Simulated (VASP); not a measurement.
Runs of VASP 6.6.1 on Ti. The structure is that of space group I4/mmm (No. 139), or close to it. The cells are those of the table. 

| cell | gap on the mesh (eV) | pressure (GPa) |
| --- | --- | --- |
| a = 2.869, b = 2.869, c = 2.940 Å, angles 59.2, 59.2, 61.6°, 1 atom | none | -2.9 |
| a = 2.871, b = 2.871, c = 3.011 Å, angles 58.4, 58.4, 63.2°, 1 atom | none | -5.1 |
| a = 2.834, b = 2.834, c = 2.940 Å, angles 58.8, 58.8, 62.5°, 1 atom | none | 0.0 |
| a = 2.906, b = 2.906, c = 3.011 Å, angles 58.8, 58.8, 62.4°, 1 atom | none | (a) |
| a = 2.940, b = 2.940, c = 3.011 Å, angles 59.2, 59.2, 61.6°, 1 atom | none | (b) |

Alike in all rows: task single point; level PBEsol; potentials or basis VASP PAW PBE potentials, release 64 (Ti_sv); no spin polarisation; k mesh 26 × 26 × 26; cutoff (eV) 520; smearing gaussian 0.15 eV.

Estimate the missing entries.

(a) -7.5; (b) -9.9.

Caveats: the PAW data sets were made with another functional, which shifts forces and pressure a little.

A gap of «none» marks levels without a gap at the run's occupations.
